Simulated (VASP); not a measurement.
The system is H2Os.

```xyz
3
Lattice="2.3993 0.0000 0.0000 0.0000 2.3993 0.0000 0.0000 0.0000 4.9504" Properties=species:S:1:pos:R:3 pbc="T T T"
H     1.1997    1.1997    1.4604
H     1.1997    1.1997    3.4900
Os    0.0000    0.0000    0.0000
```

The cell was generated, and may not be a known phase.

- Program: VASP 6.6.1
- Task: relaxation of cell and atoms
- Functional: PBE
- Potentials or basis: VASP PAW PBE potentials, release 64 (H, Os_sv_GW)
- Cutoff: 560 eV
- k mesh: 8 × 8 × 4
- Occupations: gaussian, width 0.1 eV
- Spin: no spin polarisation

At the start: pressure 11.9 GPa; volume 9.50 Å³/atom.

Question: Where does the relaxation end?

Answer: Over 21 steps the energy falls by 479.6 meV/atom and the volume is 7.15 Å³/atom (-24.7 %); space group P4/mmm (No. 123, to 0.1 Å) before and after.

The path:
```tsv
step	energy change (eV)	largest force (eV/Å)	pressure (GPa)	volume (Å³)
1	0.0000	1.0661	11.91	28.50
2	-0.5557	1.4149	-18.58	31.25
3	-0.5590	1.3976	-15.87	30.91
4	-1.0618	0.9535	-9.96	27.94
5	-1.2333	0.3272	-2.49	25.47
6	-1.2502	0.1222	0.72	24.63
7	-1.2583	0.0567	3.92	23.87
8	-1.2743	0.0190	-4.41	24.23
9	-1.2746	0.0213	-3.38	24.18
10	-1.2942	0.0709	-4.81	23.75
11	-1.4165	0.0831	-6.64	22.35
12	-0.7214	0.6348	41.07	18.95
13	-1.4234	0.0321	-6.93	22.17
14	-1.4248	0.0286	-6.62	22.05
15	-1.4270	0.0588	-0.07	21.27
16	-1.4312	0.0202	-3.16	21.61
17	-1.4369	0.0458	-1.45	21.53
18	-1.4383	0.0648	-0.10	21.47
19	-1.4384	0.0667	0.04	21.46
20	-1.4386	0.0533	-0.03	21.46
21	-1.4389	0.0131	-0.10	21.46
```

Final structure:
```
H Os
1.0
     2.69304    0.00000    0.00000
     0.00000    2.69304    0.00000
     0.00000    0.00000    2.95866
H Os
2 1
Cartesian
  1.3465 1.3465 0.6680
  1.3465 1.3465 2.2906
  2.6930 0.0000 2.9587
```

Caveat: the volume moved by over 15 % at a fixed basis, so the end points are rough.
